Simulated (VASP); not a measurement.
# Be (P6_3/mmc) in VASP: a series of runs

The runs below take Be through relaxation of cell and atoms, with PBEsol+D4, PBEsol.

Program: VASP 6.6.1. These are calculated values, not measurements. Logs are shortened: lines on timing, memory, paths and dates and some standing lists are left out, and cuts for length are marked.

### 1 The cell of the first run

The structure is hexagonal, space group P6_3/mmc (No. 194). Conventional cell: a = 2.285 Å, b = 2.285 Å, c = 3.584 Å, α = 90.00°, β = 90.00°, γ = 120.00°. Within 2.9 Å of Be (site symmetry -6m2) lie 12 Be at 2.23 to 2.29 Å.

### 2 Relaxation of cell and atoms, PBEsol+D4

Contents of INCAR:

```
SYSTEM = Be
PREC = Accurate ; ENCUT = 600
EDIFF = 1E-6 ; ISMEAR = -1
SIGMA = 0.05 ; LREAL = .FALSE.
LASPH = .TRUE. ; NELM = 100
ALGO = Normal ; ISIF = 3
LWAVE = .FALSE. ; LCHARG = .FALSE.
GGA = PS ; IVDW = 13
IBRION = 2 ; NSW = 60
EDIFFG = -0.01
```

Contents of KPOINTS:

```
regular mesh
0
G
  13 13 8
  0 0 0
```

Contents of POSCAR:

```
Be
1.0
    2.2853000000      0.0000000000      0.0000000000
   -1.1426500000      1.9791278553      0.0000000000
    0.0000000000      0.0000000000      3.5842000000
Be
2
Direct
    0.6666666667      0.3333333333      0.7500000000
    0.3333333333      0.6666666667      0.2500000000
```

Potentials or basis: VASP PAW PBE potentials, release 64 (Be).

Started as:

```bash
$ cat potpaw_PBE.64/Be/POTCAR > POTCAR
$ mpirun -np 1 vasp_std > vasp.out
```

OUTCAR:

```text
SYSTEM = Be
   PREC = Accurate
   ENCUT = 600
   EDIFF = 1E-6
   ISMEAR = -1
   LREAL = .FALSE.
   LASPH = .TRUE.
   NELM = 100
   ISIF = 3
   GGA = PS
   IVDW = 13
   IBRION = 2
   NSW = 60
   EDIFFG = -0.01

 ion  position               nearest neighbor table
   1  0.667  0.333  0.750-   2 2.23   2 2.23   2 2.23   2 2.23   2 2.23   2 2.23
   2  0.333  0.667  0.250-   1 2.23   1 2.23   1 2.23   1 2.23   1 2.23   1 2.23

  LATTYP: Found a hexagonal cell.
 ALAT       =     2.2853000000
 C/A-ratio  =     1.5683717674

  Lattice vectors:

 A1 = (   2.2853000000,   0.0000000000,   0.0000000000)
 A2 = (  -1.1426500000,   1.9791278553,   0.0000000000)
 A3 = (   0.0000000000,   0.0000000000,   3.5842000000)

Analysis of symmetry for initial positions (statically):
=====================================================================
 Subroutine PRICEL returns:
 Original cell was already a primitive cell.

 Routine SETGRP: Setting up the symmetry group for a
 hexagonal supercell.

 Subroutine GETGRP returns: Found 24 space group operations
 (whereof 12 operations were pure point group operations)
 out of a pool of 24 trial point group operations.

The static configuration has the point symmetry D_3d.
 The point group associated with its full space group is D_6h.

Analysis of symmetry for dynamics (positions and initial velocities):
=====================================================================
 Subroutine PRICEL returns:
 Original cell was already a primitive cell.

 Routine SETGRP: Setting up the symmetry group for a
 hexagonal supercell.

 Subroutine GETGRP returns: Found 24 space group operations
 (whereof 12 operations were pure point group operations)
 out of a pool of 24 trial point group operations.

The dynamic configuration has the point symmetry D_3d.
 The point group associated with its full space group is D_6h.

 Subroutine INISYM returns: Found 24 space group operations
 (whereof 12 operations are pure point group operations),
 and found     1 'primitive' translations

----------------------------------------------------------------------------------------

                                     Primitive cell

  volume of cell :      16.2110

  direct lattice vectors                    reciprocal lattice vectors
     2.285300000  0.000000000  0.000000000     0.437579311  0.252636533  0.000000000
    -1.142650000  1.979127855  0.000000000     0.000000000  0.505273066  0.000000000
     0.000000000  0.000000000  3.584200000     0.000000000  0.000000000  0.279002288

  length of vectors
     2.285300000  2.285300000  3.584200000     0.505273066  0.505273066  0.279002288

  position of ions in fractional coordinates (direct lattice)
     0.666666667  0.333333333  0.750000000
     0.333333333  0.666666667  0.250000000

  ion indices of the primitive-cell ions
   primitive index   ion index
                 1           1
                 2           2

----------------------------------------------------------------------------------------

 KPOINTS: regular mesh

Automatic generation of k-mesh.
 Grid dimensions read from file:
 generate k-points for:   13   13    8

 Generating k-lattice:

  Cartesian coordinates                     Fractional coordinates (reciprocal lattice)
     0.033659947  0.019433579  0.000000000     0.076923077  0.000000000  0.000000000
     0.000000000  0.038867159  0.000000000     0.000000000  0.076923077  0.000000000
     0.000000000  0.000000000  0.034875286     0.000000000  0.000000000  0.125000000

  Length of vectors
     0.038867159  0.038867159  0.034875286

  Shift w.r.t. Gamma in fractional coordinates (k-lattice)
     0.000000000  0.000000000  0.000000000

 Subroutine IBZKPT returns following result:
 ===========================================

 Found    105 irreducible k-points:

 Following reciprocal coordinates:
            Coordinates               Weight
  0.000000  0.000000  0.000000      1.000000
  0.076923  0.000000  0.000000      6.000000
  0.153846  0.000000  0.000000      6.000000
  0.230769  0.000000  0.000000      6.000000
  0.307692  0.000000  0.000000      6.000000
  0.384615  0.000000  0.000000      6.000000
[... 16 lines left out ...]
  0.076923  0.000000  0.125000     12.000000
  0.153846  0.000000  0.125000     12.000000
 [... further k-points ...]
   k-points           NKPTS =    105   k-points in BZ     NKDIM =    105   number of bands    NBANDS=      6
   number of dos      NEDOS =    301   number of ions     NIONS =      2
   total plane-waves  NPLWV =   9720
   dimension x,y,z NGX =    18 NGY =   18 NGZ =   30
   dimension x,y,z NGXF=    36 NGYF=   36 NGZF=   60
   ions per type =               2
   NGX,Y,Z   is equivalent  to a cutoff of  13.09, 13.09, 13.91 a.u.
   NGXF,Y,Z  is equivalent  to a cutoff of  26.19, 26.19, 27.83 a.u.
 SYSTEM =  Be
   PREC   = accura    normal or accurate (medium, high low for compatibility)
   ISTART =      0    job   : 0-new  1-cont  2-samecut
   ICHARG =      2    charge: 1-file 2-atom 10-const
   ISPIN  =      1    spin polarized calculation?
   LNONCOLLINEAR =      F non collinear calculations
   LSORBIT =      F    spin-orbit coupling
   LASPH  =      T    aspherical Exc in radial PAW
   ENCUT  =  600.0 eV  44.10 Ry    6.64 a.u.   4.56  4.56  7.16*2*pi/ulx,y,z
   NELM   =    100;   NELMIN=  2; NELMDL= -5     # of ELM steps
   EDIFF  = 0.1E-05   stopping-criterion for ELM
   LREAL  =      F    real-space projection
   EDIFFG = -.1E-01   stopping-criterion for IOM
   NSW    =     60    number of steps for IOM
   IBRION =      2    ionic relax: 0-MD 1-quasi-New 2-CG
   NFREE  =      1    steps in history (QN), initial steepest desc. (CG)
   ISIF   =      3    stress and relaxation
   ISYM   =      2    0-nonsym 1-usesym 2-fastsym
   POTIM  = 0.5000    time-step for ionic-motion
   TEBEG  =    0.0;   TEEND  =   0.0 temperature during run
   PSTRESS=    0.0 pullay stress
   NELECT =       4.0000    total number of electrons
   NUPDOWN=      -1.0000    fix difference up-down
   EMIN   =  10.00;   EMAX   =-10.00  energy-range for DOS
[... 5 lines left out ...]
     AMIX     =   0.40;   BMIX     =  1.00
     AMIX_MAG =   1.60;   BMIX_MAG =  1.00
  volume/ion in A,a.u.               =       8.11        54.70
  Fermi-wavevector in a.u.,A,eV,Ry     =   1.026814  1.940397 14.345258  1.054347
  Thomas-Fermi vector in A             =   2.160726
   LORBIT       =      0    0 simple, 1 ext, 2 COOP (PROOUT), +10 PAW based schemes
   GGA     = PS    functional components
   LHFCALC =     F    Hartree Fock is set to
   AEXX    =    0.0000 exact exchange contribution
   IVDW    =    13    specifies the selected vdW correction
   LEPSILON=     F    determine dielectric tensor
   LRPA    =     F    only Hartree local field effects (RPA)
 conjugate gradient relaxation of ions
 non-spin polarized calculation
  energy-cutoff  :      600.00
  volume of cell :       16.21
 maximum number of plane-waves:       555
   NGX =  9   NGY =  9   NGZ = 15

--------------------------------------- Ionic step        1  -------------------------------------------

 number of electron       4.0000000 magnetization

 Free energy of the ion-electron system (eV)
  ---------------------------------------------------
  ext. energy  EPLUGINS =         0.00000000
  ---------------------------------------------------
  free energy    TOTEN  =        -7.98847743 eV

  energy without entropy =       -7.98739828  energy(sigma->0) =       -7.98793785

------------------------ aborting loop because EDIFF is reached ----------------------------------------

  DFT-D4 for vdW energy calculation

  Edisp (eV):   -0.12534

  FORCE on cell =-STRESS in cart. coord.  units (eV):
  Direction    XX          YY          ZZ          XY          YZ          ZX
  --------------------------------------------------------------------------------------
  -------------------------------------------------------------------------------------
  Total      -0.44721    -0.44721    -0.52722     0.00000     0.00000     0.00000
  in kB     -44.19937   -44.19937   -52.10687     0.00000     0.00000     0.00000
  external pressure =      -46.84 kB  Pullay stress =        0.00 kB
[... 141 lines left out ...]
  energy  without entropy=       -8.1222127456  energy(sigma->0) =       -8.12276335

--------------------------------------- Ionic step        5  -------------------------------------------

 number of electron       4.0000000 magnetization

 Free energy of the ion-electron system (eV)
  ---------------------------------------------------
  ext. energy  EPLUGINS =         0.00000000
  ---------------------------------------------------
  free energy    TOTEN  =        -7.99312303 eV

  energy without entropy =       -7.99208376  energy(sigma->0) =       -7.99260339

 E-fermi :   6.9667     XC(G=0): -10.6588

 val. band max:        6.8923192934   @ k =   0.2308   0.1538   0.0000
 cond. band min:       7.0443871788   @ k =   0.3077   0.1538   0.0000
 fundamental gap:      0.1520678853
 Fermi energy:         6.9667373543

 k-point     1 :       0.0000    0.0000    0.0000
  band No.  band energies     occupation
      1      -4.2856      2.00000
      2       2.6710      2.00000
      3       8.4010      0.00000
      4      23.2383      0.00000
      5      23.2383      0.00000
      6      26.1399      0.00000

 k-point     2 :       0.0769    0.0000    0.0000
  band No.  band energies     occupation
      1      -4.1155      2.00000
      2       2.8957      2.00000
      3       8.4456      0.00000
      4      21.8813      0.00000
      5      22.2614      0.00000
      6      26.1589      0.00000
[... 190 lines left out ...]
 k-point    24 :       0.1538    0.0000    0.1250
  band No.  band energies     occupation
      1      -3.4675      2.00000
      2       2.7473      2.00000
      3       9.6854      0.00000
      4      19.1145      0.00000
      5      20.7659      0.00000
      6      25.3856      0.00000

 [... further k-points ...]

------------------------ aborting loop because EDIFF is reached ----------------------------------------

  DFT-D4 for vdW energy calculation

  Edisp (eV):   -0.13023

  FORCE on cell =-STRESS in cart. coord.  units (eV):
  Direction    XX          YY          ZZ          XY          YZ          ZX
  --------------------------------------------------------------------------------------
  -------------------------------------------------------------------------------------
  Total       0.00346     0.00346     0.01685     0.00000    -0.00000     0.00000
  in kB       0.35574     0.35574     1.73398     0.00000    -0.00000     0.00000
  external pressure =        0.82 kB  Pullay stress =        0.00 kB
[... 17 lines left out ...]
  FREE ENERGIE OF THE ION-ELECTRON SYSTEM (eV)
  ---------------------------------------------------
  free  energy   TOTEN  =        -8.1233576858 eV

  energy  without entropy=       -8.1223184181  energy(sigma->0) =       -8.12283805

 reached required accuracy - stopping structural energy minimisation
```

Wall time 18 s (1 thread of Intel Xeon 6975P-C, shared host); peak memory 0.13 GiB.

Results:

- Free energy: -8.1234 eV
- Relaxed volume: 7.78 Å³/atom
- Relaxed cell: a = 2.255 Å, b = 2.255 Å, c = 3.535 Å, α = 90.00°, β = 90.00°, γ = 120.00°
- Space group after relaxing (to 0.05 Å): P6_3/mmc (No. 194)
- Energy gained by relaxing: 4.8 meV/atom
- Ionic steps: 5
- Pressure after relaxing: 0.1 GPa
- Band gap on the k mesh: zero (band 2 reaches 8.24 eV, above the bottom of band 3 at 6.60 eV)
- Dispersion energy per atom: -0.065 eV

Stress tensor (GPa, compression positive):
```
0.04 0.00 0.00
0.00 0.04 0.00
0.00 0.00 0.17
```

Step by step:
```csv
step,energy change (eV),largest force (eV/Å),pressure (GPa),volume (Å³)
1,0.0000,0.0000,-4.68,16.21
2,-0.0093,0.0000,-0.64,15.66
3,-0.0095,0.0000,-0.04,15.59
4,-0.0095,0.0000,0.06,15.57
5,-0.0095,0.0000,0.08,15.57
```

Final structure:
```
Be
1.0
     2.25516    0.00000    0.00000
    -1.12758    1.95302    0.00000
     0.00000    0.00000    3.53482
Be
2
Direct
  0.66667 0.33333 0.75000
  0.33333 0.66667 0.25000
```

Levels at points of the mesh, in eV from the Fermi level:
| k point | band 1 | band 2 | band 3 | band 4 | band 5 |
| --- | --- | --- | --- | --- | --- |
| (0.00, 0.00, 0.00) | -11.25 | -4.30 | 1.43 | 16.27 | 16.27 |
| (0.00, 0.00, 0.50) | -9.07 | -9.07 | 11.15 | 11.15 | 17.96 |

Caveat: the PAW data sets were made with another functional, which shifts forces and pressure a little; pairwise dispersion overbinds metals, which lowers pressure and volume.

[end of part 1 of 3]
